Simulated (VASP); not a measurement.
Here is a VASP 6.6.1 calculation.

POSCAR

```
AlRu
1.0
    2.9292849720      0.0000000000      0.0000000000
    0.0000000000      2.9292849720      0.0000000000
    0.0000000000      0.0000000000      2.9292849720
Al Ru
1 1
Direct
    0.0000000000      0.0000000000      0.0000000000
    0.5000000000      0.5000000000      0.5000000000
```

The input INCAR.step1:

```
  PREC = Accurate
  ENCUT = 520
  ISMEAR = 0
  SIGMA = 0.1
  LREAL = F
  LASPH = T
  NELM = 100
  NBANDS = 16
  GGA = PE
  ALGO = Normal
  EDIFF = 1E-4
  LWAVE = T
  LCHARG = F
```

File INCAR.step2:

```
  PREC = Accurate
  ENCUT = 520
  EDIFF = 1E-7
  ISMEAR = 0
  SIGMA = 0.1
  LREAL = F
  LASPH = T
  NELM = 100
  ALGO = Normal
  ISIF = 2
  LWAVE = F
  LCHARG = F
  METAGGA = R2SCAN
  LMIXTAU = T
  NBANDS = 16
  ISTART = 1
```

The input KPOINTS:

```
regular mesh
0
Gamma
  14 14 14
```

Potentials or basis: VASP PAW PBE potentials, release 64 (Al, Ru_pv).

Command:

```bash
$ cat potpaw_PBE.64/Al/POTCAR potpaw_PBE.64/Ru_pv/POTCAR > POTCAR
$ cp INCAR.step1 INCAR
$ mpirun -np 1 vasp_std > vasp.out
$ cp INCAR.step2 INCAR
$ mpirun -np 1 vasp_std > vasp.out
```

Question: Estimate the pressure.

Answer: 13.7 GPa.

Caveat: the cell differs from its parent crystal (functional r2SCAN, strained); the PAW data sets were made with another functional, which shifts forces and pressure a little.
